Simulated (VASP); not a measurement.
# NaPmSe2 (R-3m) in VASP: single point with PBE+U

Aim: the single point of NaPmSe2 with PBE+U.

Everything below comes from runs of VASP 6.6.1. Logs are shortened: lines on timing, memory, paths and dates and some standing lists are left out, and cuts for length are marked.

**1. The cell of the first run**

Symmetry: R-3m, No. 166, trigonal system. The conventional cell has a = 4.189 Å, b = 4.189 Å, c = 22.814 Å, α = 90.00°, β = 90.00°, γ = 120.00°. Na (site symmetry -3m) has 6 Se at 3.33 Å and 6 Na at 4.19 Å within 4.4 Å. Pm (site symmetry -3m) has 6 Se at 2.86 Å within 3.8 Å. Se (site symmetry 3m) has 3 Pm at 2.86 Å and 3 Na at 3.33 Å within 3.8 Å.

**2. Single point, PBE+U, collinear spin, ferromagnetic start**

File INCAR:

```
ALGO = Normal
EDIFF = 1E-6
ENCUT = 520
GGA = PE
ISIF = 2
ISMEAR = 0
ISPIN = 2
LASPH = True
LCHARG = False
LDAU = True
LDAUJ = 0 0 0
LDAUL = -1 3 -1
LDAUPRINT = 1
LDAUTYPE = 2
LDAUU = 0 6 0
LMAXMIX = 6
LORBIT = 11
LREAL = False
LWAVE = False
MAGMOM = 0 4 0 0
NBANDS = 29
NELM = 150
PREC = Accurate
SIGMA = 0.05
```

File KPOINTS:

```
k-points
0
Gamma
  4 4 4
```

File POSCAR:

```
NaPmSe2
1.0
    2.0947146970      1.2093840942      7.6046136886
   -2.0947146970      1.2093840942      7.6046136886
    0.0000000000     -2.4187681884      7.6046136886
Na Pm Se
1 1 2
Direct
    0.5000000000      0.5000000000      0.5000000000
    0.0000000000      0.0000000000      0.0000000000
    0.2667000000      0.2667000000      0.2667000000
    0.7333000000      0.7333000000      0.7333000000
```

Potentials or basis: VASP PAW PBE potentials, release 64 (Na_pv, Pm, Se).

Launch:

```console
$ cat potpaw_PBE.64/Na_pv/POTCAR potpaw_PBE.64/Pm/POTCAR potpaw_PBE.64/Se/POTCAR > POTCAR
$ mpirun -np 1 vasp_std > vasp.out
```

OUTCAR:

```text
EDIFF = 1E-6
   ENCUT = 520
   GGA = PE
   ISIF = 2
   ISMEAR = 0
   ISPIN = 2
   LASPH = True
   LORBIT = 11
   LREAL = False
   NELM = 150
   PREC = Accurate

 ion  position               nearest neighbor table
   1  0.500  0.500  0.500-
   2  0.000  0.000  0.000-   4 2.86   4 2.86   3 2.86   3 2.86   4 2.86   3 2.86
   3  0.267  0.267  0.267-   2 2.86   2 2.86   2 2.86
   4  0.733  0.733  0.733-   2 2.86   2 2.86   2 2.86

  LATTYP: Found a trigonal (rhomboedric) cell.
 ALAT       =     7.9800118360
 COS(alpha) =     0.8621925539

  Lattice vectors:

 A1 = (   2.0947146970,   1.2093840942,   7.6046136886)
 A2 = (  -2.0947146970,   1.2093840942,   7.6046136886)
 A3 = (   0.0000000000,  -2.4187681884,   7.6046136886)

Analysis of symmetry for initial positions (statically):
=====================================================================
 Subroutine PRICEL returns:
 Original cell was already a primitive cell.

 Routine SETGRP: Setting up the symmetry group for a
 trigonal (rhombohedral) supercell.

 Subroutine GETGRP returns: Found 12 space group operations
 (whereof 12 operations were pure point group operations)
 out of a pool of 12 trial point group operations.

The static configuration has the point symmetry D_3d.

Analysis of symmetry for dynamics (positions and initial velocities):
=====================================================================
 Subroutine PRICEL returns:
 Original cell was already a primitive cell.

 Routine SETGRP: Setting up the symmetry group for a
 trigonal (rhombohedral) supercell.

 Subroutine GETGRP returns: Found 12 space group operations
 (whereof 12 operations were pure point group operations)
 out of a pool of 12 trial point group operations.

The dynamic configuration has the point symmetry D_3d.

Analysis of structural, dynamic, and magnetic symmetry:
=====================================================================
 Subroutine PRICEL returns:
 Original cell was already a primitive cell.

 Routine SETGRP: Setting up the symmetry group for a
 trigonal (rhombohedral) supercell.

 Subroutine GETGRP returns: Found 12 space group operations
 (whereof 12 operations were pure point group operations)
 out of a pool of 12 trial point group operations.

The overall configuration has the point symmetry D_3d.

 Subroutine INISYM returns: Found 12 space group operations
 (whereof 12 operations are pure point group operations),
 and found     1 'primitive' translations

----------------------------------------------------------------------------------------

                                     Primitive cell

  volume of cell :     115.5893

  direct lattice vectors                    reciprocal lattice vectors
     2.094714697  1.209384094  7.604613689     0.238695991  0.137811195  0.043833040
    -2.094714697  1.209384094  7.604613689    -0.238695991  0.137811195  0.043833040
     0.000000000 -2.418768188  7.604613689     0.000000000 -0.275622389  0.043833040
[... 129 lines left out ...]
 -0.0000  0.0000 -0.0917  0.0000 -0.0000  0.6910 -0.0000
  0.0000 -0.0000 -0.0000  0.0000  0.0000 -0.0000  0.9805

spin component  2

  0.0058  0.0000  0.0000 -0.0047 -0.0000 -0.0000  0.0000
  0.0000  0.0057 -0.0000 -0.0000  0.0015 -0.0000  0.0000
  0.0000 -0.0000  0.0025 -0.0000  0.0000  0.0015 -0.0000
 -0.0047 -0.0000 -0.0000  0.0040 -0.0000  0.0000 -0.0000
 -0.0000  0.0015  0.0000 -0.0000  0.0025 -0.0000  0.0000
 -0.0000 -0.0000  0.0015  0.0000 -0.0000  0.0057  0.0000
  0.0000  0.0000 -0.0000 -0.0000  0.0000  0.0000  0.0026

 occupancies and eigenvectors

  o =  0.0001  v =  0.0000  0.0000  0.0000  0.0000  0.0000  0.0000  0.0000 -0.6382  0.0000  0.0000 -0.7699 -0.0000  0.0000  0.0000      0.0000  0.0000  0.0000  0.0000  0.0000  0.0000  0.0000  0.0000  0.0000  0.0000  0.0000  0.0000  0.0000  0.0000
  o =  0.0002  v = -0.6160 -0.0000  0.0000 -0.7878 -0.0000  0.0000  0.0000  0.0000  0.0000  0.0000  0.0000  0.0000  0.0000  0.0000      0.0000  0.0000  0.0000  0.0000  0.0000  0.0000  0.0000  0.0000  0.0000  0.0000  0.0000  0.0000  0.0000  0.0000
  o =  0.0019  v =  0.0000  0.0000  0.0000  0.0000  0.0000  0.0000  0.0000 -0.0000 -0.3711 -0.0000 -0.0000  0.9286  0.0000 -0.0000      0.0000  0.0000  0.0000  0.0000  0.0000  0.0000  0.0000  0.0000  0.0000  0.0000  0.0000  0.0000  0.0000  0.0000
  o =  0.0019  v =  0.0000  0.0000  0.0000  0.0000  0.0000  0.0000  0.0000  0.0000  0.0000 -0.9286 -0.0000 -0.0000  0.3711 -0.0000      0.0000  0.0000  0.0000  0.0000  0.0000  0.0000  0.0000  0.0000  0.0000  0.0000  0.0000  0.0000  0.0000  0.0000
  o =  0.0026  v =  0.0000  0.0000  0.0000  0.0000  0.0000  0.0000  0.0000 -0.0000  0.0000  0.0000  0.0000 -0.0000 -0.0000 -1.0000      0.0000  0.0000  0.0000  0.0000  0.0000  0.0000  0.0000  0.0000  0.0000  0.0000  0.0000  0.0000  0.0000  0.0000
  o =  0.0063  v =  0.0000  0.0000  0.0000  0.0000  0.0000  0.0000  0.0000  0.0000 -0.9286 -0.0000  0.0000 -0.3711 -0.0000 -0.0000      0.0000  0.0000  0.0000  0.0000  0.0000  0.0000  0.0000  0.0000  0.0000  0.0000  0.0000  0.0000  0.0000  0.0000
  o =  0.0063  v =  0.0000  0.0000  0.0000  0.0000  0.0000  0.0000  0.0000  0.0000 -0.0000  0.3711 -0.0000 -0.0000  0.9286  0.0000      0.0000  0.0000  0.0000  0.0000  0.0000  0.0000  0.0000  0.0000  0.0000  0.0000  0.0000  0.0000  0.0000  0.0000
  o =  0.0097  v =  0.0000  0.0000  0.0000  0.0000  0.0000  0.0000  0.0000 -0.7699 -0.0000 -0.0000  0.6382  0.0000  0.0000  0.0000      0.0000  0.0000  0.0000  0.0000  0.0000  0.0000  0.0000  0.0000  0.0000  0.0000  0.0000  0.0000  0.0000  0.0000
  o =  0.0165  v =  0.7878 -0.0000 -0.0000 -0.6160 -0.0000  0.0000  0.0000  0.0000  0.0000  0.0000  0.0000  0.0000  0.0000  0.0000      0.0000  0.0000  0.0000  0.0000  0.0000  0.0000  0.0000  0.0000  0.0000  0.0000  0.0000  0.0000  0.0000  0.0000
  o =  0.6622  v =  0.0000 -0.9540  0.0001  0.0000 -0.2999  0.0002  0.0000  0.0000  0.0000  0.0000  0.0000  0.0000  0.0000  0.0000      0.0000  0.0000  0.0000  0.0000  0.0000  0.0000  0.0000  0.0000  0.0000  0.0000  0.0000  0.0000  0.0000  0.0000
  o =  0.6622  v =  0.0000  0.0002  0.2999  0.0000  0.0001  0.9540 -0.0000  0.0000  0.0000  0.0000  0.0000  0.0000  0.0000  0.0000      0.0000  0.0000  0.0000  0.0000  0.0000  0.0000  0.0000  0.0000  0.0000  0.0000  0.0000  0.0000  0.0000  0.0000
  o =  0.9805  v =  0.0000 -0.0000  0.0000 -0.0000  0.0000 -0.0000 -1.0000  0.0000  0.0000  0.0000  0.0000  0.0000  0.0000  0.0000      0.0000  0.0000  0.0000  0.0000  0.0000  0.0000  0.0000  0.0000  0.0000  0.0000  0.0000  0.0000  0.0000  0.0000
  o =  0.9829  v = -0.0000 -0.2999 -0.0000  0.0000  0.9540  0.0000  0.0000  0.0000  0.0000  0.0000  0.0000  0.0000  0.0000  0.0000      0.0000  0.0000  0.0000  0.0000  0.0000  0.0000  0.0000  0.0000  0.0000  0.0000  0.0000  0.0000  0.0000  0.0000
  o =  0.9829  v = -0.0000  0.0000 -0.9540  0.0000 -0.0000  0.2999 -0.0000  0.0000  0.0000  0.0000  0.0000  0.0000  0.0000  0.0000      0.0000  0.0000  0.0000  0.0000  0.0000  0.0000  0.0000  0.0000  0.0000  0.0000  0.0000  0.0000  0.0000  0.0000

 number of electron      33.9999993 magnetization       4.0260090

 Free energy of the ion-electron system (eV)
  ---------------------------------------------------
  ext. energy  EPLUGINS =         0.00000000
  ---------------------------------------------------
  free energy    TOTEN  =       -20.30703386 eV

  energy without entropy =      -20.30240444  energy(sigma->0) =      -20.30471915

 E-fermi :   2.1055     XC(G=0):  -8.5483

 val. band max:        2.0759075967   @ k =   0.0000   0.0000   0.0000
 cond. band min:       2.1261490963   @ k =   0.2500   0.2500   0.0000
 fundamental gap:      0.0502414996
 Fermi energy:         2.1055278793

 spin component 1

 k-point     1 :       0.0000    0.0000    0.0000
  band No.  band energies     occupation
      1     -35.4044      1.00000
      2     -21.5019      1.00000
      3     -21.5019      1.00000
      4     -21.4733      1.00000
      5     -15.9048      1.00000
      6     -15.7428      1.00000
[... 405 lines left out ...]
     28       8.0912      0.00000
     29       8.4129      0.00000
 Fermi energy:         2.1055278793

 spin component 2

 k-point     1 :       0.0000    0.0000    0.0000
  band No.  band energies     occupation
      1     -33.4189      1.00000
      2     -21.5028      1.00000
      3     -21.5028      1.00000
      4     -21.4744      1.00000
      5     -14.5769      1.00000
      6     -14.3532      1.00000
[... 405 lines left out ...]
     28       9.0770      0.00000
     29       9.0770      0.00000

------------------------ aborting loop because EDIFF is reached ----------------------------------------

  FORCE on cell =-STRESS in cart. coord.  units (eV):
  Direction    XX          YY          ZZ          XY          YZ          ZX
  --------------------------------------------------------------------------------------
  -------------------------------------------------------------------------------------
  Total        3.2574809      3.2574809      1.1006361      0.0000000     -0.0000000      0.0000000
  in kB       45.1517845     45.1517845     15.2558632      0.0000000     -0.0000000      0.0000000
  external PRESSURE =      35.1864774 kB  Pullay stress =       0.0000000 kB

 VOLUME and BASIS-vectors are now :
 -----------------------------------------------------------------------------
  energy-cutoff  :      520.00
  volume of cell :      115.59
      direct lattice vectors                 reciprocal lattice vectors
     2.094714697  1.209384094  7.604613689     0.238695991  0.137811195  0.043833040
    -2.094714697  1.209384094  7.604613689    -0.238695991  0.137811195  0.043833040
     0.000000000 -2.418768188  7.604613689     0.000000000 -0.275622389  0.043833040

 POSITION                                       TOTAL-FORCE (eV/Angst)
 -----------------------------------------------------------------------------------
      0.00000      0.00000     11.40692         0.000000      0.000000      0.000000
      0.00000      0.00000      0.00000         0.000000     -0.000000      0.000000
      0.00000      0.00000      6.08445         0.000000     -0.000000     -1.506382
      0.00000      0.00000     16.72939         0.000000     -0.000000      1.506382
 -----------------------------------------------------------------------------------
    total drift:                                0.000000      0.000000      0.000000

  FREE ENERGIE OF THE ION-ELECTRON SYSTEM (eV)
  ---------------------------------------------------
  free  energy   TOTEN  =       -20.3070338566 eV

  energy  without entropy=      -20.3024044363  energy(sigma->0) =      -20.30471915

 total charge

# of ion       s       p       d       f       tot
--------------------------------------------------
    1        0.034   5.963   0.000   0.000   5.997
    2        2.011   5.588   0.473   4.311  12.382
    3        1.445   2.458   0.010   0.000   3.914
    4        1.445   2.458   0.010   0.000   3.914
--------------------------------------------------
tot          4.935  16.468   0.494   4.311  26.207

 magnetization (x)

# of ion       s       p       d       f       tot
--------------------------------------------------
    1       -0.000  -0.001   0.000   0.000  -0.001
    2       -0.014   0.002   0.038   4.255   4.280
    3       -0.005  -0.118   0.001   0.000  -0.122
    4       -0.005  -0.118   0.001   0.000  -0.122
--------------------------------------------------
tot         -0.025  -0.235   0.041   4.255   4.036
```

Wall time 11 min (1 thread of AMD EPYC 7R43 (Zen 3), shared host); peak memory 0.65 GiB.

What came out:

- Free energy: -20.3070 eV
- Pressure: 3.5 GPa
- Largest force: 1.506 eV/Å
- Band gap on the k mesh: zero (filled and empty bands overlap)
- Net moment: 4.03 μB per cell
- Site moments: Na -0.00; Pm +4.28; Se -0.12 μB
- Valence electrons inside the program's atomic spheres: Na 6.00; Pm 12.38; Se 3.91

Forces on the atoms (eV/Å):
```
Na   0.000  0.000  0.000
Pm   0.000  0.000  0.000
Se   0.000  0.000 -1.506
Se   0.000  0.000  1.506
```

Eigenvalues of the final occupation matrices:
| site | spin | trace | eigenvalues |
| --- | --- | --- | --- |
| site 2 f | 1 | 4.29 | 0.00 0.02 0.66 0.66 0.98 0.98 0.98 |
| site 2 f | 2 | 0.03 | 0.00 0.00 0.00 0.00 0.01 0.01 0.01 |

Caveat: the k points lie up to 0.44 Å⁻¹ apart; the magnetic or orbital state may not be the lowest; spin-orbit coupling is left out, which moves the levels of the heavy elements; forces of over 1 eV/Å act on the atoms, so gaps and moduli don't describe the material at rest. The state reached can hang on the start; a lower one may exist.
